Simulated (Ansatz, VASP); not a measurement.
One calculation of Ge, two programs

INCAR

```
SYSTEM = Ge
ALGO = Fast
EDIFF = 1E-6
ENCUT = 520
GGA = PE
ISIF = 2
ISMEAR = 0
LASPH = .True.
LCHARG = .False.
LREAL = .False.
LWAVE = .False.
NBANDS = 21
NELM = 60
PREC = Accurate
SIGMA = 0.15
```

File KPOINTS:

```
k-points
0
Gamma
  14 14 14
  0 0 0
```

Contents of POSCAR:

```
Ge
1.0
    0.0000000000      2.8146261500      2.8287700000
    2.8429138500      0.0000000000      2.8287700000
    2.8429138500      2.8146261500      0.0000000000
Ge
2
Direct
    0.5000000000      0.5000000000      0.5000000000
    0.7500000000      0.7500000000      0.7500000000
```

Input for Ansatz:

```yaml
crystal:
  lattice:
    - [0.0, 2.81462615, 2.82877]
    - [2.84291385, 0.0, 2.82877]
    - [2.84291385, 2.81462615, 0.0]
  atoms:
    - { symbol: Ge, position: [0.5, 0.5, 0.5] }
    - { symbol: Ge, position: [0.75, 0.75, 0.75] }
basis:
  ecutwfc: 420
kpoints:
  mp_grid: { grid: [14, 14, 14] }
hamiltonian:
  xc: pbe
scf:
  occupations: { method: gaussian, width: 0.15 }
output:
  forces: true
  stress: true
  eigenvalues: true
```

Change from the starting cell: strain +0.0050 x Voigt [1, -1, 0, 0, 0, 0], atoms carried along.

Alike in both runs: task single point; functional PBE; k mesh 14 × 14 × 14; occupations gaussian, width 0.15 eV; no spin polarisation.

|  | VASP | Ansatz |
| --- | --- | --- |
| version | VASP 6.6.1 | Ansatz 0.2.0 |
| potentials or method | VASP PAW PBE potentials, release 64 (Ge_d), cutoff 520 eV | scalar-relativistic, plane waves, PAW |
| valence electrons in the cell | 28 | 28 |

```tsv
	VASP	Ansatz	Ansatz less VASP
gap on the k mesh at the Fermi level (eV)	none	none	-
pressure (GPa)	3.7	3.7	-0.01
traceless stress, the component that is largest in VASP (GPa)	-0.35	-0.35	0.000
```

A gap of «none» marks a metal or a gap that the smearing closes. With one functional, cell and mesh, what is left measures potentials, basis and numerics.
